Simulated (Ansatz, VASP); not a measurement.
CuCl: VASP beside Ansatz

The input INCAR:

```
PREC = Accurate
ENCUT = 600
EDIFF = 1E-7
ISMEAR = 0
SIGMA = 0.01
LREAL = F
LASPH = T
NELM = 120
ALGO = Normal
ISIF = 3
LWAVE = F
LCHARG = F
GGA = PE
IBRION = 2
NSW = 80
EDIFFG = -0.001
GGA_COMPAT = F
NELMIN = 4
```

File KPOINTS:

```
regular mesh
0
Gamma
  12 12 12
```

File POSCAR:

```
CuCl
1.0
    1.9179250163      1.1073145245      3.1315826559
   -1.9179250163      1.1073145245      3.1315826559
    0.0000000000     -2.2146290489      3.1315826560
Cu Cl
1 1
Direct
    0.0085319846      0.0085319846      0.0085319846
    0.7584666854      0.7584666854      0.7584666854
```

Input for Ansatz:

```yaml
crystal:
  lattice:
    - [1.9179250171, 1.1073145249, 3.1315826468]
    - [-1.9179250171, 1.1073145249, 3.1315826468]
    - [0.0, -2.2146290498, 3.1315826469]
  atoms:
    - { symbol: Cu, position: [0.008531985, 0.008531985, 0.008531985] }
    - { symbol: Cl, position: [0.758466685, 0.758466685, 0.758466685] }
basis:
  ecutwfc: 420
kpoints:
  mp_grid: { grid: [12, 12, 12] }
hamiltonian:
  xc: pbe
scf:
  occupations: { method: fixed }
output:
  forces: true
  stress: true
  eigenvalues: true
  write_density: true
  write_potential: true
  elf: true
  volumetric_format: npy
relax:
  adjacent_minimum: "off"
  f_tol: 0.001
  max_steps: 60
  cell: { stress_tol: 0.01 }
```

Alike in both runs: task relaxation of cell and atoms; functional PBE; k mesh 12 × 12 × 12; no spin polarisation.

```csv
,VASP,Ansatz
version,VASP 6.6.1,Ansatz 0.2.0
potentials or method,"VASP PAW PBE potentials, release 64 (Cu, Cl), cutoff 600 eV","scalar-relativistic, plane waves, PAW"
occupations,"gaussian, width 0.01 eV",fixed
valence electrons in the cell,18,26
```

Ansatz gave:

| Item | Value |
| --- | --- |
| gap on the k mesh at the Fermi level, each at its own relaxed structure (eV) | 0.53 |
| relaxed volume (Å³/atom) | 19.95 |
| relaxed cell length with the largest relative difference (Å) | 3.835 |

**Question.** Which values does VASP return?

**Answer.** gap on the k mesh at the Fermi level, each at its own relaxed structure (eV): 0.53; relaxed volume (Å³/atom): 20.01; relaxed cell length with the largest relative difference (Å): 3.839.

VASP's potentials hold 18 valence electrons a cell and Ansatz's 26, so a difference there can come from the potentials and not from the codes.
